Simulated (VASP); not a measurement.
# Mo6H (P-3m1) in VASP: single point with PBE

Aim: the single point of Mo6H with PBE.

Program: VASP 6.6.1. These are calculated values, not measurements. Logs are shortened: lines on timing, memory, paths and dates and some standing lists are left out, and cuts for length are marked.

## 1. The cell of the first run

The structure is trigonal, space group P-3m1 (No. 164). The conventional cell has a = 3.003 Å, b = 3.003 Å, c = 12.642 Å, α = 90.00°, β = 90.00°, γ = 120.00°. H (site symmetry -3m) has 6 Mo at 2.07 Å within 2.7 Å. Within 3.5 Å of Mo (site symmetry 3m) lie 12 Mo at 2.68 to 3.00 Å. Mo (site symmetry 3m) has 3 H at 2.07 Å within 2.7 Å. Mo (site symmetry 3m) has 12 Mo at 2.68 to 3.00 Å and 1 H at 3.25 Å within 3.5 Å.

## 2. Single point, PBE

Input file INCAR:

```
ALGO = Normal
EDIFF = 1E-6
ENCUT = 520
GGA = PE
ISIF = 2
ISMEAR = 0
LASPH = T
LCHARG = F
LREAL = F
LWAVE = F
NBANDS = 52
NELM = 60
PREC = Accurate
SIGMA = 0.2
```

Input file KPOINTS:

```
k-points
0
Gamma
  6 6 2
```

Input file POSCAR:

```
Mo6H
1.0
    3.0025369568      0.0000000000      0.0000000000
   -1.5012684784      2.6002732804      0.0000000000
    0.0000000000      0.0000000000     12.6417530372
H Mo
1 6
Direct
    0.0000000000      0.0000000000      0.0000000000
    0.6666666667      0.3333333333      0.4191971889
    0.3333333333      0.6666666667      0.5808028111
    0.3333333333      0.6666666667      0.0898090239
    0.6666666667      0.3333333333      0.9101909761
    0.0000000000      0.0000000000      0.7426389325
    0.0000000000      0.0000000000      0.2573610675
```

Potentials or basis: VASP PAW PBE potentials, release 64 (H, Mo_sv).

Launch:

```bash
$ cat potpaw_PBE.64/H/POTCAR potpaw_PBE.64/Mo_sv/POTCAR > POTCAR
$ mpirun -np 1 vasp_std > vasp.out
```

OUTCAR:

```text
EDIFF = 1E-6
   ENCUT = 520
   GGA = PE
   ISIF = 2
   ISMEAR = 0
   LASPH = T
   LREAL = F
   NELM = 60
   PREC = Accurate

 ion  position               nearest neighbor table
   1  0.000  0.000  0.000-   4 2.07   5 2.07   5 2.07   4 2.07   5 2.07   4 2.07
   2  0.667  0.333  0.419-   3 2.68   3 2.68   3 2.68   7 2.68   7 2.68   7 2.68
   3  0.333  0.667  0.581-   2 2.68   2 2.68   2 2.68   6 2.68   6 2.68   6 2.68
   4  0.333  0.667  0.090-   1 2.07   1 2.07   1 2.07   7 2.74   7 2.74   7 2.74   5 2.86   5 2.86
                             5 2.86
   5  0.667  0.333  0.910-   1 2.07   1 2.07   1 2.07   6 2.74   6 2.74   6 2.74   4 2.86   4 2.86
                             4 2.86
   6  0.000  0.000  0.743-   3 2.68   3 2.68   3 2.68   5 2.74   5 2.74   5 2.74
   7  0.000  0.000  0.257-   2 2.68   2 2.68   2 2.68   4 2.74   4 2.74   4 2.74

  LATTYP: Found a hexagonal cell.
 ALAT       =     3.0025369568
 C/A-ratio  =     4.2103571810

  Lattice vectors:

 A1 = (   3.0025369568,   0.0000000000,   0.0000000000)
 A2 = (  -1.5012684784,   2.6002732804,   0.0000000000)
 A3 = (   0.0000000000,   0.0000000000,  12.6417530372)

Analysis of symmetry for initial positions (statically):
=====================================================================
 Subroutine PRICEL returns:
 Original cell was already a primitive cell.

 Routine SETGRP: Setting up the symmetry group for a
 hexagonal supercell.

 Subroutine GETGRP returns: Found 12 space group operations
 (whereof 12 operations were pure point group operations)
 out of a pool of 24 trial point group operations.

The static configuration has the point symmetry D_3d.

Analysis of symmetry for dynamics (positions and initial velocities):
=====================================================================
 Subroutine PRICEL returns:
 Original cell was already a primitive cell.

 Routine SETGRP: Setting up the symmetry group for a
 hexagonal supercell.

 Subroutine GETGRP returns: Found 12 space group operations
 (whereof 12 operations were pure point group operations)
 out of a pool of 24 trial point group operations.

The dynamic configuration has the point symmetry D_3d.

 Subroutine INISYM returns: Found 12 space group operations
 (whereof 12 operations are pure point group operations),
 and found     1 'primitive' translations

----------------------------------------------------------------------------------------

                                     Primitive cell

  volume of cell :      98.6994

  direct lattice vectors                    reciprocal lattice vectors
     3.002536957  0.000000000  0.000000000     0.333051687  0.192287481  0.000000000
    -1.501268478  2.600273280  0.000000000     0.000000000  0.384574963  0.000000000
     0.000000000  0.000000000 12.641753037     0.000000000  0.000000000  0.079102953

  length of vectors
     3.002536957  3.002536957 12.641753037     0.384574963  0.384574963  0.079102953

  position of ions in fractional coordinates (direct lattice)
     0.000000000  0.000000000  0.000000000
     0.666666667  0.333333333  0.419197189
     0.333333333  0.666666667  0.580802811
     0.333333333  0.666666667  0.089809024
     0.666666667  0.333333333  0.910190976
     0.000000000  0.000000000  0.742638933
     0.000000000  0.000000000  0.257361067

  ion indices of the primitive-cell ions
   primitive index   ion index
                 1           1
                 2           2
                 3           3
                 4           4
                 5           5
                 6           6
                 7           7

----------------------------------------------------------------------------------------

 KPOINTS: k-points

Automatic generation of k-mesh.
 Grid dimensions read from file:
 generate k-points for:    6    6    2

 Generating k-lattice:

  Cartesian coordinates                     Fractional coordinates (reciprocal lattice)
     0.055508615  0.032047914  0.000000000     0.166666667 -0.000000000  0.000000000
     0.000000000  0.064095827  0.000000000     0.000000000  0.166666667  0.000000000
     0.000000000  0.000000000  0.039551477     0.000000000  0.000000000  0.500000000

  Length of vectors
     0.064095827  0.064095827  0.039551477

  Shift w.r.t. Gamma in fractional coordinates (k-lattice)
     0.000000000  0.000000000  0.000000000

 Subroutine IBZKPT returns following result:
 ===========================================

 Found     14 irreducible k-points:

 Following reciprocal coordinates:
            Coordinates               Weight
  0.000000  0.000000  0.000000      1.000000
  0.166667 -0.000000  0.000000      6.000000
  0.333333 -0.000000  0.000000      6.000000
  0.500000 -0.000000  0.000000      3.000000
  0.166667  0.166667  0.000000      6.000000
  0.333333  0.166667  0.000000     12.000000
  0.333333  0.333333  0.000000      2.000000
  0.000000  0.000000  0.500000      1.000000
  0.166667 -0.000000  0.500000      6.000000
  0.333333 -0.000000  0.500000      6.000000
  0.500000 -0.000000  0.500000      3.000000
  0.166667  0.166667  0.500000      6.000000
  0.333333  0.166667  0.500000     12.000000
  0.333333  0.333333  0.500000      2.000000
   k-points           NKPTS =     14   k-points in BZ     NKDIM =     14   number of bands    NBANDS=     52
   number of dos      NEDOS =    301   number of ions     NIONS =      7
   total plane-waves  NPLWV =  55296
   dimension x,y,z NGX =    24 NGY =   24 NGZ =   96
   dimension x,y,z NGXF=    48 NGYF=   48 NGZF=  192
   ions per type =               1   6
   NGX,Y,Z   is equivalent  to a cutoff of  13.29, 13.29, 12.62 a.u.
   NGXF,Y,Z  is equivalent  to a cutoff of  26.58, 26.58, 25.25 a.u.
 SYSTEM =  unknown system
   PREC   = accura    normal or accurate (medium, high low for compatibility)
   ISTART =      0    job   : 0-new  1-cont  2-samecut
   ICHARG =      2    charge: 1-file 2-atom 10-const
   ISPIN  =      1    spin polarized calculation?
   LNONCOLLINEAR =      F non collinear calculations
   LSORBIT =      F    spin-orbit coupling
   LASPH  =      T    aspherical Exc in radial PAW
   ENCUT  =  520.0 eV  38.22 Ry    6.18 a.u.   5.58  5.58 23.51*2*pi/ulx,y,z
   NELM   =     60;   NELMIN=  2; NELMDL= -5     # of ELM steps
   EDIFF  = 0.1E-05   stopping-criterion for ELM
   LREAL  =      F    real-space projection
   EDIFFG = 0.1E-04   stopping-criterion for IOM
   NSW    =      0    number of steps for IOM
   IBRION =     -1    ionic relax: 0-MD 1-quasi-New 2-CG
   NFREE  =      0    steps in history (QN), initial steepest desc. (CG)
   ISIF   =      2    stress and relaxation
   ISYM   =      2    0-nonsym 1-usesym 2-fastsym
   POTIM  = 0.5000    time-step for ionic-motion
   TEBEG  =    0.0;   TEEND  =   0.0 temperature during run
   PSTRESS=    0.0 pullay stress
   NELECT =      85.0000    total number of electrons
   NUPDOWN=      -1.0000    fix difference up-down
   EMIN   =  10.00;   EMAX   =-10.00  energy-range for DOS
   EFERMI =   0.00;   METHOD = LEGACY
   ISMEAR =     0;   SIGMA  =   0.20  broadening in eV -4-tet -1-fermi 0-gaus
   EFERMI_NEDOS =   21; number of points for ismear=-14 and -15
   IALGO  =     38    algorithm
   IMIX   =      4    mixing-type and parameters
     AMIX     =   0.40;   BMIX     =  1.00
     AMIX_MAG =   1.60;   BMIX_MAG =  1.00
  volume/ion in A,a.u.               =      14.10        95.15
  Fermi-wavevector in a.u.,A,eV,Ry     =   1.557553  2.943349 33.007357  2.425972
  Thomas-Fermi vector in A             =   2.661187
   LORBIT       =      0    0 simple, 1 ext, 2 COOP (PROOUT), +10 PAW based schemes
   GGA     = PE    functional components
   LHFCALC =     F    Hartree Fock is set to
   AEXX    =    0.0000 exact exchange contribution
   IVDW    =     0    specifies the selected vdW correction
   LEPSILON=     F    determine dielectric tensor
   LRPA    =     F    only Hartree local field effects (RPA)
 non-spin polarized calculation
 Gauss-broadening in eV      SIGMA  =   0.20
  energy-cutoff  :      520.00
  volume of cell :       98.70
 maximum number of plane-waves:      2687
 NGX is ok and might be reduce to    24
   NGX = 11   NGY = 11   NGZ = 47

 number of electron      84.9999997 magnetization

 Free energy of the ion-electron system (eV)
  ---------------------------------------------------
  ext. energy  EPLUGINS =         0.00000000
  ---------------------------------------------------
  free energy    TOTEN  =       -66.99015077 eV

  energy without entropy =      -66.87146674  energy(sigma->0) =      -66.93080875

 E-fermi :  11.9410     XC(G=0): -13.1728

 val. band max:       11.9126981685   @ k =   0.3333  -0.0000   0.5000
 cond. band min:      12.0063963043   @ k =   0.5000  -0.0000   0.5000
 fundamental gap:      0.0936981357
 Fermi energy:        11.9409812473

 k-point     1 :       0.0000    0.0000    0.0000
  band No.  band energies     occupation
      1     -49.1900      2.00000
      2     -49.1054      2.00000
      3     -49.0960      2.00000
      4     -48.9632      2.00000
      5     -48.8939      2.00000
      6     -48.8170      2.00000
[... 44 lines left out ...]
     51      12.8917      0.00000
     52      13.7905      0.00000

 k-point     2 :       0.1667   -0.0000    0.0000
  band No.  band energies     occupation
      1     -49.1507      2.00000
      2     -49.0787      2.00000
      3     -49.0665      2.00000
      4     -48.9524      2.00000
      5     -48.8864      2.00000
      6     -48.8203      2.00000
[... 44 lines left out ...]
     51      12.9437      0.00000
     52      13.4730      0.00000
[... 603 lines left out ...]
     51      14.9696      0.00000
     52      14.9910      0.00000

 k-point    14 :       0.3333    0.3333    0.5000
  band No.  band energies     occupation
      1     -48.9612      2.00000
      2     -48.9612      2.00000
      3     -48.9308      2.00000
      4     -48.9308      2.00000
      5     -48.8902      2.00000
      6     -48.8902      2.00000
[... 44 lines left out ...]
     51      14.8231      0.00000
     52      14.8812      0.00000

------------------------ aborting loop because EDIFF is reached ----------------------------------------

  FORCE on cell =-STRESS in cart. coord.  units (eV):
  Direction    XX          YY          ZZ          XY          YZ          ZX
  --------------------------------------------------------------------------------------
  -------------------------------------------------------------------------------------
  Total        0.2702277      0.2702277      0.2824971      0.0000000      0.0000000     -0.0000000
  in kB        4.3865778      4.3865778      4.5857454      0.0000000      0.0000000     -0.0000000
  external PRESSURE =       4.4529670 kB  Pullay stress =       0.0000000 kB

 VOLUME and BASIS-vectors are now :
 -----------------------------------------------------------------------------
  energy-cutoff  :      520.00
  volume of cell :       98.70
      direct lattice vectors                 reciprocal lattice vectors
     3.002536957  0.000000000  0.000000000     0.333051687  0.192287481  0.000000000
    -1.501268478  2.600273280  0.000000000     0.000000000  0.384574963  0.000000000
     0.000000000  0.000000000 12.641753037     0.000000000  0.000000000  0.079102953

 POSITION                                       TOTAL-FORCE (eV/Angst)
 -----------------------------------------------------------------------------------
      0.00000      0.00000      0.00000        -0.000000      0.000000      0.000000
      1.50127      0.86676      5.29939        -0.000000      0.000000     -0.020133
     -0.00000      1.73352      7.34237         0.000000     -0.000000      0.020133
     -0.00000      1.73352      1.13534         0.000000     -0.000000     -0.001413
      1.50127      0.86676     11.50641        -0.000000      0.000000      0.001413
      0.00000      0.00000      9.38826        -0.000000      0.000000      0.006735
      0.00000      0.00000      3.25350        -0.000000     -0.000000     -0.006735
 -----------------------------------------------------------------------------------
    total drift:                               -0.000000      0.000000      0.000000

  FREE ENERGIE OF THE ION-ELECTRON SYSTEM (eV)
  ---------------------------------------------------
  free  energy   TOTEN  =       -66.9901507661 eV

  energy  without entropy=      -66.8714667351  energy(sigma->0) =      -66.93080875
```

Run time: 37 s. Hardware: 1 thread of Intel Xeon 6975P-C (Granite Rapids), shared host; peak memory 0.24 GiB.

What came out:

```
Free energy   : -66.9902 eV
Pressure      : 0.4 GPa
Largest force : 0.020 eV/Å
```

Forces in eV/Å, atoms in the order of the input:
```
H    0.000  0.000  0.000
Mo   0.000  0.000 -0.020
Mo   0.000  0.000  0.020
Mo   0.000  0.000 -0.001
Mo   0.000  0.000  0.001
Mo   0.000  0.000  0.007
Mo   0.000  0.000 -0.007
```

Levels at points of the mesh, in eV from the Fermi level:
```tsv
k point	band 38	band 39	band 40	band 41	band 42	band 43	band 44	band 45	band 46	band 47
(0.00, 0.00, 0.00)	-1.28	-1.28	-1.23	-1.23	-1.12	-1.12	-0.60	-0.46	0.35	0.65
(0.50, 0.00, 0.00)	-1.20	-0.85	-0.64	0.11	0.12	0.35	0.36	1.62	1.73	2.50
(0.00, 0.00, 0.50)	-1.68	-1.68	-0.86	-0.86	-0.83	-0.83	-0.80	-0.06	0.47	0.56
(0.50, 0.00, 0.50)	-1.13	-0.93	-0.58	0.07	0.12	0.20	0.30	1.83	2.08	2.51
```

Caveat: the k points lie up to 0.40 Å⁻¹ apart.
